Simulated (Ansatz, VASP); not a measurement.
**CsSi4Sb2 in VASP and in Ansatz**

```xyz
7
Lattice="3.8296 -4.7123 -0.0018 3.8296 4.7123 -0.0018 -3.2923 0.0000 5.5202" Properties=species:S:1:pos:R:3 pbc="T T T"
Cs   -1.6462    0.0000    2.7601
Si    2.3023    1.1708    3.9487
Si    2.3023   -1.1708    3.9487
Si    2.0646    1.1708    1.5679
Si    2.0646   -1.1708    1.5679
Sb    3.8296    2.4893   -0.0018
Sb    3.8296   -2.4893   -0.0018
```

Change from the starting cell: the structure that the rattled cell fell into.

Alike in both runs: functional PBE; k mesh 6 × 6 × 6; occupations gaussian, width 0.1 eV; no spin polarisation.

Ansatz relaxed the structure, and its values are those at the end. VASP's run is a single point on that final structure, the one shown.

|  | VASP | Ansatz |
| --- | --- | --- |
| version | VASP 6.6.1 | Ansatz 0.2.0 |
| potentials or method | VASP PAW PBE potentials, release 64 (Cs_sv, Si, Sb), cutoff 520 eV | scalar-relativistic, plane waves, PAW |
| valence electrons in the cell | 35 | 55 |

```csv
,VASP,Ansatz,Ansatz less VASP
gap on the k mesh at the Fermi level (eV),none,none,-
pressure (GPa),0.1,0.0,-0.07
rms of the force components (eV/Å),0.009,0.004,-0.0050
```

A gap of «none» marks a metal or a gap that the smearing closes. VASP's potentials hold 35 valence electrons a cell and Ansatz's 55, so a difference there can come from the potentials and not from the codes.

Neither program's run includes spin-orbit coupling.
